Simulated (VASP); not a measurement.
# SiC (F-43m) in VASP: further runs, part 2 of 2

VASP 6.6.1. Earlier steps stand in the parts before.

## Step 4: Single point, r2SCAN (volume scaled by 1.06)

Input file POSCAR:

```
SiC
1.0
    0.0000000000      2.2208975234      2.2208975234
    2.2208975234      0.0000000000      2.2208975234
    2.2208975234      2.2208975234      0.0000000000
Si C
1 1
Direct
    0.0000000000      0.0000000000      0.0000000000
    0.2500000000      0.2500000000      0.2500000000
```

Input file INCAR.step1:

```
PREC = Accurate ; ENCUT = 520
ISMEAR = 0 ; SIGMA = 0.02
LREAL = False ; LASPH = True
NELM = 80 ; NBANDS = 11
GGA = PE ; ALGO = Normal
EDIFF = 1E-4 ; LWAVE = True
LCHARG = False
```

Input file INCAR.step2:

```
PREC = Accurate ; ENCUT = 520
EDIFF = 1E-6 ; ISMEAR = 0
SIGMA = 0.02 ; LREAL = False
LASPH = True ; NELM = 80
ALGO = Normal ; ISIF = 2
LWAVE = False ; LCHARG = False
METAGGA = R2SCAN ; LMIXTAU = True
NBANDS = 11 ; ISTART = 1
```

Input file KPOINTS:

```
Automatic mesh
0
Gamma
  10 10 10
```

Potentials or basis: VASP PAW PBE potentials, release 64 (Si, C).

Started as:

```bash
cat potpaw_PBE.64/Si/POTCAR potpaw_PBE.64/C/POTCAR > POTCAR
cp INCAR.step1 INCAR
mpirun -np 1 vasp_std > vasp.out
cp INCAR.step2 INCAR
mpirun -np 1 vasp_std > vasp.out
```

OUTCAR:

```text
PREC = Accurate
   ENCUT = 520
   EDIFF = 1E-6
   ISMEAR = 0
   LREAL = False
   LASPH = True
   NELM = 80
   ISIF = 2
   METAGGA = R2SCAN
   ISTART = 1

 ion  position               nearest neighbor table
   1  0.000  0.000  0.000-   2 1.92   2 1.92   2 1.92   2 1.92
   2  0.250  0.250  0.250-   1 1.92   1 1.92   1 1.92   1 1.92

  LATTYP: Found a face centered cubic cell.
 ALAT       =     4.4417950468

  Lattice vectors:

 A1 = (   0.0000000000,   2.2208975234,   2.2208975234)
 A2 = (   2.2208975234,   0.0000000000,   2.2208975234)
 A3 = (   2.2208975234,   2.2208975234,   0.0000000000)

Analysis of symmetry for initial positions (statically):
=====================================================================
 Subroutine PRICEL returns:
 Original cell was already a primitive cell.

 Routine SETGRP: Setting up the symmetry group for a
 face centered cubic supercell.

 Subroutine GETGRP returns: Found 24 space group operations
 (whereof 24 operations were pure point group operations)
 out of a pool of 48 trial point group operations.

The static configuration has the point symmetry T_d .

Analysis of symmetry for dynamics (positions and initial velocities):
=====================================================================
 Subroutine PRICEL returns:
 Original cell was already a primitive cell.

 Routine SETGRP: Setting up the symmetry group for a
 face centered cubic supercell.

 Subroutine GETGRP returns: Found 24 space group operations
 (whereof 24 operations were pure point group operations)
 out of a pool of 48 trial point group operations.

The dynamic configuration has the point symmetry T_d .

 Subroutine INISYM returns: Found 24 space group operations
 (whereof 24 operations are pure point group operations),
 and found     1 'primitive' translations

----------------------------------------------------------------------------------------

                                     Primitive cell

  volume of cell :      21.9086

  direct lattice vectors                    reciprocal lattice vectors
     0.000000000  2.220897523  2.220897523    -0.225134206  0.225134206  0.225134206
     2.220897523  0.000000000  2.220897523     0.225134206 -0.225134206  0.225134206
     2.220897523  2.220897523  0.000000000     0.225134206  0.225134206 -0.225134206

  length of vectors
     3.140823398  3.140823398  3.140823398     0.389943883  0.389943883  0.389943883

  position of ions in fractional coordinates (direct lattice)
     0.000000000  0.000000000  0.000000000
     0.250000000  0.250000000  0.250000000

  ion indices of the primitive-cell ions
   primitive index   ion index
                 1           1
                 2           2

----------------------------------------------------------------------------------------

 KPOINTS: Automatic mesh

Automatic generation of k-mesh.
 Grid dimensions read from file:
 generate k-points for:   10   10   10

 Generating k-lattice:

  Cartesian coordinates                     Fractional coordinates (reciprocal lattice)
    -0.022513421  0.022513421  0.022513421     0.100000000  0.000000000  0.000000000
     0.022513421 -0.022513421  0.022513421     0.000000000  0.100000000  0.000000000
     0.022513421  0.022513421 -0.022513421     0.000000000  0.000000000  0.100000000

  Length of vectors
     0.038994388  0.038994388  0.038994388

  Shift w.r.t. Gamma in fractional coordinates (k-lattice)
     0.000000000  0.000000000  0.000000000

 Subroutine IBZKPT returns following result:
 ===========================================

 Found     47 irreducible k-points:

 Following reciprocal coordinates:
            Coordinates               Weight
  0.000000  0.000000  0.000000      1.000000
  0.100000  0.000000  0.000000      8.000000
  0.200000  0.000000  0.000000      8.000000
  0.300000  0.000000  0.000000      8.000000
  0.400000  0.000000  0.000000      8.000000
  0.500000  0.000000  0.000000      4.000000
[... 16 lines left out ...]
  0.300000  0.300000  0.000000      6.000000
  0.400000  0.300000  0.000000     24.000000
 [... further k-points ...]
   k-points           NKPTS =     47   k-points in BZ     NKDIM =     47   number of bands    NBANDS=     11
   number of dos      NEDOS =    301   number of ions     NIONS =      2
   total plane-waves  NPLWV =  13824
   dimension x,y,z NGX =    24 NGY =   24 NGZ =   24
   dimension x,y,z NGXF=    48 NGYF=   48 NGZF=   48
   ions per type =               1   1
   NGX,Y,Z   is equivalent  to a cutoff of  12.70, 12.70, 12.70 a.u.
   NGXF,Y,Z  is equivalent  to a cutoff of  25.41, 25.41, 25.41 a.u.
 SYSTEM =  unknown system
   PREC   = accura    normal or accurate (medium, high low for compatibility)
   ISTART =      1    job   : 0-new  1-cont  2-samecut
   ICHARG =      0    charge: 1-file 2-atom 10-const
   ISPIN  =      1    spin polarized calculation?
   LNONCOLLINEAR =      F non collinear calculations
   LSORBIT =      F    spin-orbit coupling
   LASPH  =      T    aspherical Exc in radial PAW
   ENCUT  =  520.0 eV  38.22 Ry    6.18 a.u.   5.84  5.84  5.84*2*pi/ulx,y,z
   NELM   =     80;   NELMIN=  2; NELMDL=  0     # of ELM steps
   EDIFF  = 0.1E-05   stopping-criterion for ELM
   LREAL  =      F    real-space projection
   EDIFFG = 0.1E-04   stopping-criterion for IOM
   NSW    =      0    number of steps for IOM
   IBRION =     -1    ionic relax: 0-MD 1-quasi-New 2-CG
   NFREE  =      0    steps in history (QN), initial steepest desc. (CG)
   ISIF   =      2    stress and relaxation
   ISYM   =      2    0-nonsym 1-usesym 2-fastsym
   POTIM  = 0.5000    time-step for ionic-motion
   TEBEG  =    0.0;   TEEND  =   0.0 temperature during run
   PSTRESS=    0.0 pullay stress
   NELECT =       8.0000    total number of electrons
   NUPDOWN=      -1.0000    fix difference up-down
   EMIN   =  10.00;   EMAX   =-10.00  energy-range for DOS
   EFERMI =   0.00;   METHOD = LEGACY
   ISMEAR =     0;   SIGMA  =   0.02  broadening in eV -4-tet -1-fermi 0-gaus
   EFERMI_NEDOS =   21; number of points for ismear=-14 and -15
   IALGO  =     38    algorithm
   IMIX   =      4    mixing-type and parameters
     AMIX     =   0.40;   BMIX     =  1.00
     AMIX_MAG =   1.60;   BMIX_MAG =  1.00
  volume/ion in A,a.u.               =      10.95        73.92
  Fermi-wavevector in a.u.,A,eV,Ry     =   1.170127  2.211219 18.629057  1.369197
  Thomas-Fermi vector in A             =   2.306590
   LORBIT       =      0    0 simple, 1 ext, 2 COOP (PROOUT), +10 PAW based schemes
   METAGGA = R2SCAN    functional components
   LHFCALC =     F    Hartree Fock is set to
   AEXX    =    0.0000 exact exchange contribution
   IVDW    =     0    specifies the selected vdW correction
   LEPSILON=     F    determine dielectric tensor
   LRPA    =     F    only Hartree local field effects (RPA)
 non-spin polarized calculation
 Gauss-broadening in eV      SIGMA  =   0.02
  energy-cutoff  :      520.00
  volume of cell :       21.91
 maximum number of plane-waves:       609
   NGX = 11   NGY = 11   NGZ = 11

 number of electron       8.0000001 magnetization

 Free energy of the ion-electron system (eV)
  ---------------------------------------------------
  ext. energy  EPLUGINS =         0.00000000
  ---------------------------------------------------
  free energy    TOTEN  =       -19.27816473 eV

  energy without entropy =      -19.27816473  energy(sigma->0) =      -19.27816473

 E-fermi :   7.4946     XC(G=0): -11.6801

 val. band max:        7.3571960132   @ k =   0.0000   0.0000   0.0000
 cond. band min:       9.1161428462   @ k =   0.5000   0.5000   0.0000
 fundamental gap:      1.7589468330
 Fermi energy:         7.4946300337

 k-point     1 :       0.0000    0.0000    0.0000
  band No.  band energies     occupation
      1      -8.3753      2.00000
      2       7.3572      2.00000
      3       7.3572      2.00000
      4       7.3572      2.00000
      5      13.4758      0.00000
      6      14.7907      0.00000
      7      14.7907      0.00000
      8      14.7907      0.00000
      9      22.2204      0.00000
     10      22.2204      0.00000
     11      24.1978      0.00000
[... 309 lines left out ...]
 k-point    24 :       0.4000    0.3000    0.0000
  band No.  band energies     occupation
      1      -5.2946      2.00000
      2       1.5847      2.00000
      3       4.1987      2.00000
      4       4.7009      2.00000
      5      10.5889      0.00000
      6      13.2582      0.00000
      7      19.2130      0.00000
      8      19.5916      0.00000
      9      21.4943      0.00000
     10      25.8926      0.00000
     11      28.9220      0.00000

 [... further k-points ...]

------------------------ aborting loop because EDIFF is reached ----------------------------------------

  FORCE on cell =-STRESS in cart. coord.  units (eV):
  Direction    XX          YY          ZZ          XY          YZ          ZX
  --------------------------------------------------------------------------------------
  -------------------------------------------------------------------------------------
  Total       -1.6351276     -1.6351276     -1.6351276      0.0000000      0.0000000      0.0000000
  in kB     -119.5767315   -119.5767315   -119.5767315      0.0000000      0.0000000      0.0000000
  external PRESSURE =    -119.5767315 kB  Pullay stress =       0.0000000 kB

 VOLUME and BASIS-vectors are now :
 -----------------------------------------------------------------------------
  energy-cutoff  :      520.00
  volume of cell :       21.91
      direct lattice vectors                 reciprocal lattice vectors
     0.000000000  2.220897523  2.220897523    -0.225134206  0.225134206  0.225134206
     2.220897523  0.000000000  2.220897523     0.225134206 -0.225134206  0.225134206
     2.220897523  2.220897523  0.000000000     0.225134206  0.225134206 -0.225134206

 POSITION                                       TOTAL-FORCE (eV/Angst)
 -----------------------------------------------------------------------------------
      0.00000      0.00000      0.00000        -0.000000      0.000000     -0.000000
      1.11045      1.11045      1.11045         0.000000     -0.000000      0.000000
 -----------------------------------------------------------------------------------
    total drift:                               -0.000000     -0.000000     -0.000000

  FREE ENERGIE OF THE ION-ELECTRON SYSTEM (eV)
  ---------------------------------------------------
  free  energy   TOTEN  =       -19.2781647265 eV

  energy  without entropy=      -19.2781647265  energy(sigma->0) =      -19.27816473
```

OUTCAR.step1:

```text
PREC = Accurate
   ENCUT = 520
   ISMEAR = 0
   LREAL = False
   LASPH = True
[... 557 lines left out ...]
      0.00000      0.00000      0.00000         0.000000      0.000000      0.000000
      1.11045      1.11045      1.11045        -0.000000     -0.000000     -0.000000
 -----------------------------------------------------------------------------------
    total drift:                                0.000000      0.000000      0.000000

  FREE ENERGIE OF THE ION-ELECTRON SYSTEM (eV)
  ---------------------------------------------------
  free  energy   TOTEN  =       -15.0366908662 eV

  energy  without entropy=      -15.0366908662  energy(sigma->0) =      -15.03669087
```

OSZICAR.step1:

```text
N       E                     dE             d eps       ncg     rms          rms(c)
DAV:   1     0.438552686597E+01    0.43855E+01   -0.39181E+03  1082   0.609E+02
DAV:   2    -0.160768321653E+02   -0.20462E+02   -0.19545E+02  1318   0.109E+02
DAV:   3    -0.167359713042E+02   -0.65914E+00   -0.65798E+00  1287   0.163E+01
DAV:   4    -0.167385968517E+02   -0.26255E-02   -0.26254E-02  1210   0.129E+00
DAV:   5    -0.167386091117E+02   -0.12260E-04   -0.12260E-04  1256   0.837E-02    0.824E+00
DAV:   6    -0.150768578305E+02    0.16618E+01   -0.64036E+00  1157   0.110E+01    0.361E+00
DAV:   7    -0.150437460409E+02    0.33112E-01   -0.32075E-01  1232   0.328E+00    0.168E+00
DAV:   8    -0.150364801877E+02    0.72659E-02   -0.19496E-02  1172   0.926E-01    0.173E-01
DAV:   9    -0.150365672575E+02   -0.87070E-04   -0.18109E-03  1308   0.235E-01    0.111E-01
DAV:  10    -0.150366883684E+02   -0.12111E-03   -0.27562E-04  1137   0.986E-02    0.268E-02
DAV:  11    -0.150366908662E+02   -0.24978E-05   -0.49540E-05   634   0.361E-02
   1 F= -.15036691E+02 E0= -.15036691E+02  d E =-.484256E-43
```

Wall time 29 s (1 thread of AMD EPYC 9R45 (Zen 5), shared host); peak memory 0.11 GiB.

What came out:

| Quantity | Value |
| --- | --- |
| Free energy | -19.2782 eV |
| Pressure | -12.0 GPa |
| Band gap on the k mesh | 1.76 eV, indirect (least direct gap 4.98 eV) |

Caveat: the PAW data sets were made with another functional, which shifts forces and pressure a little.

## Step 5: The runs side by side

```tsv
cell	gap on the mesh (eV)	pressure (GPa)
a = 3.082 Å, angles 60.0°, 2 atoms	1.73	-0.4
a = 3.111 Å, angles 60.0°, 2 atoms	1.74	-6.5
a = 3.141 Å, angles 60.0°, 2 atoms	1.76	-12.0
```

Alike in all rows: task single point; level r2SCAN; potentials or basis VASP PAW PBE potentials, release 64 (Si, C); no spin polarisation; k mesh 10 × 10 × 10; cutoff (eV) 520; smearing gaussian 0.02 eV.

Caveats: the PAW data sets were made with another functional, which shifts forces and pressure a little.

Absolute energies hang on the potentials; compare differences alone.

## Step 6: How close it comes

Step 2. Against the measured gap of SiC, 2.4 eV (indirect; quoted in “Insight into the structural, elastic and electronic properties of a new orthorhombic 6O-SiC polytype”, 2020, pmc:7200658), the calculated 1.73 eV is off by -0.67 eV. The value is that of r2SCAN on a finite k mesh, which can miss the band edges, without temperature or zero-point motion.
